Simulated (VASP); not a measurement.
# AlN (P6_3mc) in VASP: settings compared

Aim: see how the results for AlN move with the level of theory and the settings. Levels: PBE, PBEsol, LDA, r2SCAN. Tasks: relaxation of cell and atoms.

Everything below comes from runs of VASP 6.6.1. Logs are shortened: lines on timing, memory, paths and dates and some standing lists are left out, and cuts for length are marked.

### Step 1. The cell of the first run

Symmetry: P6_3mc, No. 186, hexagonal system. The conventional cell has a = 3.113 Å, b = 3.113 Å, c = 4.981 Å, α = 90.00°, β = 90.00°, γ = 120.00°. Within 2.5 Å of Al (site symmetry 3m) lie 4 N at 1.89 Å. N (site symmetry 3m) has 4 Al at 1.89 Å within 2.5 Å.

### Step 2. Relaxation of cell and atoms, PBE

Contents of INCAR:

```
PREC = Accurate
ENCUT = 600
EDIFF = 1E-6
ISMEAR = -1
SIGMA = 0.02
LREAL = F
LASPH = T
NELM = 80
ALGO = Normal
ISIF = 3
LWAVE = F
LCHARG = F
GGA = PE
IBRION = 2
NSW = 80
EDIFFG = -0.01
```

Contents of KPOINTS:

```
Automatic mesh
0
Gamma
  12 12 6
```

Contents of POSCAR:

```
AlN
1.0
    3.1130000000      0.0000000000      0.0000000000
   -1.5565000000      2.6959370800      0.0000000000
    0.0000000000      0.0000000000      4.9810000000
Al N
2 2
Direct
    0.3333333300      0.6666666700      0.0000000000
    0.6666666700      0.3333333300      0.5000000000
    0.3333333300      0.6666666700      0.3800000000
    0.6666666700      0.3333333300      0.8800000000
```

Potentials or basis: VASP PAW PBE potentials, release 64 (Al, N).

Run with:

```sh
$ cat potpaw_PBE.64/Al/POTCAR potpaw_PBE.64/N/POTCAR > POTCAR
$ mpirun -np 1 vasp_std > vasp.out
```

OUTCAR:

```text
PREC = Accurate
   ENCUT = 600
   EDIFF = 1E-6
   ISMEAR = -1
   LREAL = F
   LASPH = T
   NELM = 80
   ISIF = 3
   GGA = PE
   IBRION = 2
   NSW = 80
   EDIFFG = -0.01

 ion  position               nearest neighbor table
   1  0.333  0.667  0.000-   3 1.89   4 1.89   4 1.89   4 1.89   2 3.07   2 3.07   2 3.07   2 3.07
                             2 3.07   2 3.07
   2  0.667  0.333  0.500-   4 1.89   3 1.89   3 1.89   3 1.89   1 3.07   1 3.07   1 3.07   1 3.07
                             1 3.07   1 3.07
   3  0.333  0.667  0.380-   1 1.89   2 1.89   2 1.89   2 1.89
   4  0.667  0.333  0.880-   2 1.89   1 1.89   1 1.89   1 1.89

  LATTYP: Found a hexagonal cell.
 ALAT       =     3.1130000000
 C/A-ratio  =     1.6000642467

  Lattice vectors:

 A1 = (   3.1130000000,   0.0000000000,   0.0000000000)
 A2 = (  -1.5565000000,   2.6959370800,   0.0000000000)
 A3 = (   0.0000000000,   0.0000000000,   4.9810000000)

Analysis of symmetry for initial positions (statically):
=====================================================================
 Subroutine PRICEL returns:
 Original cell was already a primitive cell.

 Routine SETGRP: Setting up the symmetry group for a
 hexagonal supercell.

 Subroutine GETGRP returns: Found 12 space group operations
 (whereof  6 operations were pure point group operations)
 out of a pool of 24 trial point group operations.

The static configuration has the point symmetry C_3v.
 The point group associated with its full space group is C_6v.

Analysis of symmetry for dynamics (positions and initial velocities):
=====================================================================
 Subroutine PRICEL returns:
 Original cell was already a primitive cell.

 Routine SETGRP: Setting up the symmetry group for a
 hexagonal supercell.

 Subroutine GETGRP returns: Found 12 space group operations
 (whereof  6 operations were pure point group operations)
 out of a pool of 24 trial point group operations.

The dynamic configuration has the point symmetry C_3v.
 The point group associated with its full space group is C_6v.

 Subroutine INISYM returns: Found 12 space group operations
 (whereof  6 operations are pure point group operations),
 and found     1 'primitive' translations

----------------------------------------------------------------------------------------

                                     Primitive cell

  volume of cell :      41.8028

  direct lattice vectors                    reciprocal lattice vectors
     3.113000000  0.000000000  0.000000000     0.321233537  0.185464269  0.000000000
[... 114 lines left out ...]
   LORBIT       =      0    0 simple, 1 ext, 2 COOP (PROOUT), +10 PAW based schemes
   GGA     = PE    functional components
   LHFCALC =     F    Hartree Fock is set to
   AEXX    =    0.0000 exact exchange contribution
   IVDW    =     0    specifies the selected vdW correction
   LEPSILON=     F    determine dielectric tensor
   LRPA    =     F    only Hartree local field effects (RPA)
 conjugate gradient relaxation of ions
 non-spin polarized calculation
  energy-cutoff  :      600.00
  volume of cell :       41.80
 maximum number of plane-waves:      1412
 NGX is ok and might be reduce to    28
   NGX = 13   NGY = 13   NGZ = 19

--------------------------------------- Ionic step        1  -------------------------------------------

 number of electron      16.0000000 magnetization

 Free energy of the ion-electron system (eV)
  ---------------------------------------------------
  ext. energy  EPLUGINS =         0.00000000
  ---------------------------------------------------
  free energy    TOTEN  =       -29.77433057 eV

  energy without entropy =      -29.77433057  energy(sigma->0) =      -29.77433057

------------------------ aborting loop because EDIFF is reached ----------------------------------------

  FORCE on cell =-STRESS in cart. coord.  units (eV):
  Direction    XX          YY          ZZ          XY          YZ          ZX
  --------------------------------------------------------------------------------------
  -------------------------------------------------------------------------------------
  Total        0.7297040      0.7297040      1.1617999      0.0000000      0.0000000     -0.0000000
  in kB       27.9673882     27.9673882     44.5283406      0.0000000      0.0000000     -0.0000000
  external PRESSURE =      33.4877056 kB  Pullay stress =       0.0000000 kB
[... 63 lines left out ...]
--------------------------------------- Ionic step        3  -------------------------------------------

 number of electron      15.9999999 magnetization

 Free energy of the ion-electron system (eV)
  ---------------------------------------------------
  ext. energy  EPLUGINS =         0.00000000
  ---------------------------------------------------
  free energy    TOTEN  =       -29.78264085 eV

  energy without entropy =      -29.78264085  energy(sigma->0) =      -29.78264085

 E-fermi :   6.3635     XC(G=0): -10.8355

 val. band max:        5.9763197504   @ k =   0.0000   0.0000   0.0000
 cond. band min:      10.0414951711   @ k =   0.0000   0.0000   0.0000
 fundamental gap:      4.0651754207
 Fermi energy:         6.3635337333

 k-point     1 :       0.0000    0.0000    0.0000
  band No.  band energies     occupation
      1      -9.0972      2.00000
      2      -7.0120      2.00000
      3       0.0645      2.00000
      4       5.1407      2.00000
      5       5.1407      2.00000
      6       5.7815      2.00000
      7       5.7815      2.00000
      8       5.9763      2.00000
      9      10.0415      0.00000
     10      12.5146      0.00000
     11      16.4474      0.00000
     12      17.0311      0.00000
[... 331 lines left out ...]
 k-point    24 :       0.3333    0.0000    0.1667
  band No.  band energies     occupation
      1      -7.8018      2.00000
      2      -6.6084      2.00000
      3       1.1357      2.00000
      4       2.0826      2.00000
      5       2.6843      2.00000
      6       4.2440      2.00000
      7       5.1987      2.00000
      8       5.3368      2.00000
      9      11.7675      0.00000
     10      12.5857      0.00000
     11      14.3396      0.00000
     12      16.0287      0.00000

 [... further k-points ...]

------------------------ aborting loop because EDIFF is reached ----------------------------------------

  FORCE on cell =-STRESS in cart. coord.  units (eV):
  Direction    XX          YY          ZZ          XY          YZ          ZX
  --------------------------------------------------------------------------------------
  -------------------------------------------------------------------------------------
  Total        0.0186784      0.0186784     -0.0196717      0.0000000      0.0000000     -0.0000000
  in kB        0.7041702      0.7041702     -0.7416177      0.0000000      0.0000000     -0.0000000
  external PRESSURE =       0.2222409 kB  Pullay stress =       0.0000000 kB
[... 19 lines left out ...]
  FREE ENERGIE OF THE ION-ELECTRON SYSTEM (eV)
  ---------------------------------------------------
  free  energy   TOTEN  =       -29.7826408515 eV

  energy  without entropy=      -29.7826408515  energy(sigma->0) =      -29.78264085

 reached required accuracy - stopping structural energy minimisation
```

OSZICAR:

```text
N       E                     dE             d eps       ncg     rms          rms(c)
DAV:   1     0.573387501254E+02    0.57339E+02   -0.83135E+03  1824   0.134E+03
[... 22 lines left out ...]
       N       E                     dE             d eps       ncg     rms          rms(c)
DAV:   1    -0.297928628952E+02   -0.16788E-01   -0.32184E-01  1992   0.543E+00    0.663E-01
DAV:   2    -0.297829687022E+02    0.98942E-02   -0.31497E-02  2208   0.149E+00    0.186E-01
DAV:   3    -0.297827401264E+02    0.22858E-03   -0.19775E-03  2108   0.407E-01    0.660E-02
DAV:   4    -0.297826560313E+02    0.84095E-04   -0.15374E-04  2204   0.113E-01    0.317E-02
DAV:   5    -0.297826405702E+02    0.15461E-04   -0.29279E-05  2264   0.474E-02    0.117E-02
DAV:   6    -0.297826408515E+02   -0.28128E-06   -0.15829E-06  1284   0.135E-02
   3 F= -.29782641E+02 E0= -.29782641E+02  d E =-.831029E-02
```

Run time: 1.8 min. Hardware: 1 thread of Intel Xeon 8259CL, shared host; peak memory 0.2 GiB.

What came out:

* Free energy: -29.7826 eV
* Relaxed volume: 10.62 Å³/atom
* Relaxed cell: a = 3.127 Å, b = 3.127 Å, c = 5.018 Å, α = 90.00°, β = 90.00°, γ = 120.00°
* Space group after relaxing (to 0.1 Å): P6_3mc (No. 186)
* Energy gained by relaxing: 2.1 meV/atom
* Ionic steps: 3
* Pressure after relaxing: 0.0 GPa
* Largest force after relaxing: 0.004 eV/Å
* Band gap on the k mesh: 4.07 eV

Forces on the atoms (eV/Å):
```
Al   0.000  0.000 -0.004
Al   0.000  0.000 -0.004
N    0.000  0.000  0.004
N    0.000  0.000  0.004
```

The path:
| step | energy change (eV) | largest force (eV/Å) | pressure (GPa) | volume (Å³) |
| --- | --- | --- | --- | --- |
| 1 | 0.0000 | 0.1289 | 3.35 | 41.80 |
| 2 | -0.0017 | 0.0910 | -2.80 | 43.14 |
| 3 | -0.0083 | 0.0042 | 0.02 | 42.50 |

Final structure:
```xyz
4
Lattice="3.1273 0.0000 0.0000 -1.5637 2.7084 0.0000 0.0000 0.0000 5.0175" Properties=species:S:1:pos:R:3 pbc="T T T"
Al    0.0000    1.8056    5.0142
Al    1.5637    0.9028    2.5054
N     0.0000    1.8056    1.9100
N     1.5637    0.9028    4.4188
```

A k mesh can miss the band edges. Zero-point motion and thermal expansion aren't in these numbers.

### Step 3. Relaxation of cell and atoms, PBEsol

Contents of INCAR:

```
SYSTEM = AlN
PREC     = Accurate       ! precision mode
ENCUT    = 600            ! plane-wave cutoff, eV
EDIFF    = 1E-6           ! SCF threshold, eV
ISMEAR   = -1             ! smearing method
SIGMA    = 0.02           ! smearing width, eV
LREAL    = .FALSE.        ! projectors in reciprocal space
LASPH    = .TRUE.         ! aspherical terms in the spheres
NELM     = 100            ! most SCF steps
ALGO     = Normal         ! electronic algorithm
ISIF     = 3              ! what is computed and relaxed
LWAVE    = .FALSE.        ! write WAVECAR
LCHARG   = .FALSE.        ! write CHGCAR
GGA      = PS             ! functional
IBRION   = 2              ! ionic algorithm
NSW      = 80             ! ionic steps
EDIFFG   = -0.01          ! ionic threshold
```

Contents of KPOINTS:

```
Automatic mesh
0
G
  12 12 6
  0 0 0
```

POSCAR is that of step 2.

Potentials or basis: VASP PAW PBE potentials, release 64 (Al, N).

Run with:

```sh
$ cat potpaw_PBE.64/Al/POTCAR potpaw_PBE.64/N/POTCAR > POTCAR
$ mpirun -np 1 vasp_std > vasp.out
```

Run time: 3.5 min. Hardware: 1 thread of Intel Xeon 8259CL, shared host; peak memory 0.2 GiB.

The run converged. Its results:

| Item | Value |
| --- | --- |
| Free energy | -31.3157 eV |
| Relaxed volume | 10.45 Å³/atom |
| Relaxed cell | a = 3.113 Å, b = 3.113 Å, c = 4.981 Å, α = 90.00°, β = 90.00°, γ = 120.00° |
| Space group after relaxing (to 0.1 Å) | P6_3mc (No. 186) |
| Energy gained by relaxing | 0.3 meV/atom |
| Ionic steps | 6 |
| Pressure after relaxing | 0.1 GPa |
| Band gap on the k mesh | 4.12 eV |

Step by step:
```csv
step,energy change (eV),largest force (eV/Å),pressure (GPa),volume (Å³)
1,0.0000,0.1321,0.04,41.80
2,-0.0003,0.0871,0.02,41.82
3,-0.0012,0.0143,0.05,41.81
4,-0.0013,0.0063,-0.06,41.83
5,-0.0013,0.0013,-0.12,41.84
6,-0.0013,0.0005,0.09,41.79
```

Final structure:
```
Al N
1.0
     3.11270    0.00000    0.00000
    -1.55635    2.69568    0.00000
     0.00000    0.00000    4.98090
Al N
2 2
Direct
  0.33333 0.66667 0.99899
  0.66667 0.33333 0.49899
  0.33333 0.66667 0.38101
  0.66667 0.33333 0.88101
```

Levels at points of the mesh, in eV from the valence-band top:
```tsv
k point	band 4	band 5	band 6	band 7	band 8	band 9	band 10	band 11	band 12
(0.00, 0.00, 0.00)	-0.88	-0.88	-0.23	-0.23	0.00	4.12	6.55	10.50	11.02
(0.50, 0.00, 0.00)	-4.20	-3.38	-2.12	-1.81	-0.70	5.67	5.68	8.08	10.16
(0.00, 0.00, 0.50)	-3.36	-0.56	-0.56	-0.56	-0.56	6.37	6.37	10.21	10.21
(0.50, 0.00, 0.50)	-5.66	-1.49	-1.49	-1.38	-1.38	5.17	5.17	9.13	9.13
```

Caveat: the PAW data sets were made with another functional, which shifts forces and pressure a little. A k mesh can miss the band edges.

### Step 4. Relaxation of cell and atoms, LDA

Contents of INCAR:

```
SYSTEM = AlN
PREC = Accurate ; ENCUT = 600
EDIFF = 1E-6 ; ISMEAR = -1
SIGMA = 0.02 ; LREAL = .FALSE.
LASPH = .TRUE. ; NELM = 100
ALGO = Normal ; ISIF = 3
LWAVE = .FALSE. ; LCHARG = .FALSE.
GGA = CA ; IBRION = 2
NSW = 80 ; EDIFFG = -0.01
```

Contents of KPOINTS:

```
regular mesh
0
G
  12 12 6
  0 0 0
```

POSCAR is that of step 3.

Potentials or basis: VASP PAW LDA potentials, release 64 (Al, N).

Run with:

```sh
$ cat potpaw_LDA.64/Al/POTCAR potpaw_LDA.64/N/POTCAR > POTCAR
$ mpirun -np 1 vasp_std > vasp.out
```

Wall time 2.9 min (1 thread of Intel Xeon 8259CL, shared host); peak memory 0.18 GiB.

Results (log left out):

```
Free energy                           : -32.8435 eV
Relaxed volume                        : 10.23 Å³/atom
Relaxed cell                          : a = 3.091 Å, b = 3.091 Å, c = 4.947 Å, α = 90.00°, β = 90.00°, γ = 120.00°
Space group after relaxing (to 0.1 Å) : P6_3mc (No. 186)
Energy gained by relaxing             : 3.2 meV/atom
Ionic steps                           : 6
Pressure after relaxing               : 0.1 GPa
Largest force after relaxing          : 0.005 eV/Å
Band gap on the k mesh                : 4.41 eV
```

Forces in eV/Å, atoms in the order of the input:
```
Al   0.000  0.000 -0.005
Al   0.000  0.000 -0.005
N    0.000  0.000  0.005
N    0.000  0.000  0.005
```

The path:
| step | energy change (eV) | largest force (eV/Å) | pressure (GPa) | volume (Å³) |
| --- | --- | --- | --- | --- |
| 1 | 0.0000 | 0.1194 | -4.21 | 41.80 |
| 2 | -0.0009 | 0.0854 | 4.30 | 40.16 |
| 3 | -0.0124 | 0.0200 | -0.04 | 40.96 |
| 4 | -0.0124 | 0.0180 | 0.06 | 40.94 |
| 5 | -0.0126 | 0.0112 | 0.08 | 40.93 |
| 6 | -0.0126 | 0.0047 | 0.09 | 40.93 |

Final structure:
```yaml
crystal:
  lattice:
    - [3.09088, 0.00000, 0.00000]
    - [-1.54544, 2.67678, 0.00000]
    - [0.00000, 0.00000, 4.94680]
  atoms:
    - { symbol: Al, position: [0.33333, 0.66667, 0.99905] }
    - { symbol: Al, position: [0.66667, 0.33333, 0.49905] }
    - { symbol: N, position: [0.33333, 0.66667, 0.38095] }
    - { symbol: N, position: [0.66667, 0.33333, 0.88095] }
```

Levels at points of the mesh, in eV from the valence-band top:
```tsv
k point	band 6	band 7	band 8	band 9	band 10	band 11
(0.00, 0.00, 0.00)	-0.23	-0.23	0.00	4.41	6.71	10.64
(0.50, 0.00, 0.00)	-2.14	-1.84	-0.71	5.72	5.72	8.25
(0.00, 0.00, 0.50)	-0.57	-0.57	-0.57	6.59	6.59	10.30
(0.50, 0.00, 0.50)	-1.51	-1.40	-1.40	5.25	5.25	9.20
```

A k mesh can miss the band edges. Zero-point motion and thermal expansion aren't in these numbers.

(Continued in part 2 of 2.)
